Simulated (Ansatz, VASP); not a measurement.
SbMo in VASP and in Ansatz

```
Mo Sb
1.0
     0.00000    3.06495    3.06495
     3.06495    0.00000    3.06495
     3.06495    3.06495    0.00000
Mo Sb
1 1
Direct
  0.00000 0.00000 0.00000
  0.25000 0.25000 0.25000
```

Alike in both runs: functional PBE; k mesh 10 × 10 × 10; occupations fermi-dirac, width 0.08 eV; no spin polarisation.

Ansatz relaxed the structure, and its values are those at the end. VASP's run is a single point on that final structure, the one shown.

|  | VASP | Ansatz |
| --- | --- | --- |
| version | VASP 6.6.1 | Ansatz 0.2.0 |
| potentials or method | VASP PAW PBE potentials, release 64 (Mo_sv, Sb) | PAW with Ansatz's default frozen-core files, scalar-relativistic |
| plane-wave cutoff (eV) | 520 | 420 |
| valence electrons in the cell | 19 | 29 |

VASP gave:

* pressure (GPa): -0.1

What did Ansatz give for the same quantities?

Pressure (GPa): 0.0.

VASP's potentials hold 19 valence electrons a cell and Ansatz's 29, so a difference there can come from the potentials and not from the codes.

Neither program's run includes spin-orbit coupling.
